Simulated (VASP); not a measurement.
## Cu: relaxation of cell and atoms with RPBE

The system is Cu.

```
Cu
1.0
     2.53410    0.00000    0.00000
    -1.26705    2.19459    0.00000
     0.00000    0.00000    4.11257
Cu
2
Direct
  0.66667 0.33333 0.75000
  0.33333 0.66667 0.25000
```

This isn't the form of Cu at room conditions, which is fcc.

```yaml
Program: VASP 6.6.1
Task: relaxation of cell and atoms
Functional: RPBE
Potentials_or_basis: VASP PAW PBE potentials, release 64 (Cu_sv_GW)
Cutoff: 820 eV
k_mesh: 12 × 12 × 7
Occupations: fermi-dirac, width 0.05 eV
Spin: no spin polarisation
Dipole_correction: no
Further_INCAR_settings: ALGO = Normal; EDIFF = 1e-07; IBRION = 2; EDIFFG = -0.01; NSW = 60; ISIF = 3
```

```json
{
 "Relaxed volume": "12.19 Å³/atom",
 "Relaxed cell": "a = 2.588 Å, b = 2.588 Å, c = 4.204 Å, α = 90.00°, β = 90.00°, γ = 120.00°",
 "Space group after relaxing (to 0.1 Å)": "P6_3/mmc (No. 194)",
 "Energy gained by relaxing": "24.0 meV/atom",
 "Ionic steps": "3",
 "Pressure after relaxing": "-0.1 GPa",
 "Band gap on the k mesh": "zero (bands 19 and 20 overlap by 5.66 eV)"
}
```

Step by step:
```csv
step,energy change (eV),largest force (eV/Å),pressure (GPa),volume (Å³)
1,0.0000,0.0000,10.81,22.87
2,-0.0256,0.0000,-6.13,25.52
3,-0.0480,0.0000,-0.06,24.39
```

Final structure:
```cif
data_structure
_symmetry_space_group_name_H-M 'P 1'
_symmetry_Int_Tables_number 1
_cell_length_a 2.5880
_cell_length_b 2.5880
_cell_length_c 4.2043
_cell_angle_alpha 90.000
_cell_angle_beta 90.000
_cell_angle_gamma 120.000
_cell_volume 24.39
loop_
_atom_site_label
_atom_site_type_symbol
_atom_site_fract_x
_atom_site_fract_y
_atom_site_fract_z
_atom_site_occupancy
Cu1 Cu 0.66667 0.33333 0.75000 1
Cu2 Cu 0.33333 0.66667 0.25000 1
```

Levels at points of the mesh, in eV from the Fermi level:
```csv
k point,band 17,band 18,band 19,band 20,band 21,band 22
"(0.00, 0.00, 0.00)",-2.34,-1.61,-1.61,-0.89,3.73,21.01
"(0.50, 0.00, 0.00)",-1.47,-1.43,0.04,1.52,7.65,8.00
```

Wall time 2.8 min on 1 thread of Intel(R) Xeon(R) Platinum 8259CL CPU @ 2.50GHz (Skylake/Cascade Lake), on a shared host, peak memory 0.22 GiB.

Caveat: the PAW data sets were made with another functional, which shifts forces and pressure a little.
